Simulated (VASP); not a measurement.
# GaAg3S2: single point with PBE

GaAg3S2:

```xyz
6
Lattice="4.5754 0.0000 0.0000 -2.2877 3.9624 0.0000 0.0000 0.0000 7.1167" Properties=species:S:1:pos:R:3 pbc="T T T"
Ga    0.0000    0.0000    3.5583
Ag    2.2877    0.0000    0.0000
Ag   -1.1439    1.9812    0.0000
Ag    1.1439    1.9812    0.0000
S     0.0000    0.0000    1.6204
S     0.0000    0.0000    5.4963
```

The cell was generated, and may not be a known phase.

- Program: VASP 6.6.1
- Task: single point
- Functional: PBE
- Potentials or basis: VASP PAW PBE potentials, release 64 (Ga_d, Ag, S)
- Cutoff: 520 eV
- k mesh: 6 × 6 × 4
- Occupations: gaussian, width 0.1 eV
- Spin: no spin polarisation
- Dipole correction: no
- Further INCAR settings: ALGO = Normal; EDIFF = 1e-06; NBANDS = 38

```
Pressure               : 41.0 GPa
Largest force          : 2.481 eV/Å
Band gap on the k mesh : zero (bands 29 and 30 overlap by 1.77 eV)
```

Forces in eV/Å, atoms in the order of the input:
```
Ga   0.000  0.000  0.000
Ag   0.000  0.000  0.000
Ag   0.000  0.000  0.000
Ag   0.000  0.000  0.000
S    0.000  0.000 -2.481
S    0.000  0.000  2.481
```

Stress tensor (GPa, compression positive):
```
47.75  0.00  0.00
 0.00 47.75  0.00
 0.00  0.00 27.50
```

Levels at points of the mesh, in eV from the Fermi level:
```
           k point  band 25  band 26  band 27  band 28  band 29  band 30  band 31  band 32  band 33  band 34
(0.00, 0.00, 0.00)    -3.00    -2.02    -1.35    -1.35    -0.64     1.80     2.24     2.24     2.63     2.85
(0.50, 0.00, 0.00)    -2.99    -2.79    -1.98    -1.72    -0.93    -0.87     2.00     2.59     3.23     4.48
(0.00, 0.00, 0.50)    -3.06    -2.16    -2.16    -0.64    -0.59     0.75     2.87     3.59     4.13     4.13
(0.50, 0.00, 0.50)    -3.41    -2.99    -2.51    -1.47    -0.35     1.16     1.45     3.01     3.48     4.48
```

It took 51 s on 1 thread of Intel(R) Xeon(R) 6975P-C (Granite Rapids), on a shared host, peak memory 0.29 GiB.

Caveat: the stress differs along the axes, from 28 to 48 GPa; forces of over 1 eV/Å act on the atoms, so gaps and moduli don't describe the material at rest.
